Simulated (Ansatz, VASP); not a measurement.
**One calculation of NaCl, two programs**

```
Na Cl
1.0
     0.11457    2.88527    2.94230
     2.83620    0.06473    2.99214
     2.80142    2.90033    0.09951
Na Cl
1 1
Direct
  0.02951 0.98333 0.99640
  0.47049 0.51667 0.50360
```

Change from the starting cell: all atoms moved at random, cell strained at random.

Alike in both runs: task single point; functional PBE; k mesh 8 × 8 × 8; occupations gaussian, width 0.02 eV; no spin polarisation.

|  | VASP | Ansatz |
| --- | --- | --- |
| version | VASP 6.6.1 | Ansatz 0.2.0 |
| potentials or method | VASP PAW PBE potentials, release 64 (Na_pv, Cl), cutoff 520 eV | scalar-relativistic, plane waves, PAW |
| valence electrons in the cell | 14 | 16 |

Ansatz gave:

* gap on the k mesh at the Fermi level (eV): 4.89
* least direct gap on the mesh (eV): 4.89
* pressure (GPa): 0.6
* traceless stress, the component that is largest in VASP (GPa): 1.18
* rms of the force components (eV/Å): 0.151

Problem. Estimate VASP's values.

Solution. gap on the k mesh at the Fermi level (eV): 4.89; least direct gap on the mesh (eV): 4.89; pressure (GPa): 0.6; traceless stress, the component that is largest in VASP (GPa): 1.19; rms of the force components (eV/Å): 0.152.

Atom by atom the forces differ by 0.001 eV/Å (rms over components). The functional is the same, so the differences come from potentials, cutoffs and numerics. VASP's potentials hold 14 valence electrons a cell and Ansatz's 16, so a difference there can come from the potentials and not from the codes.
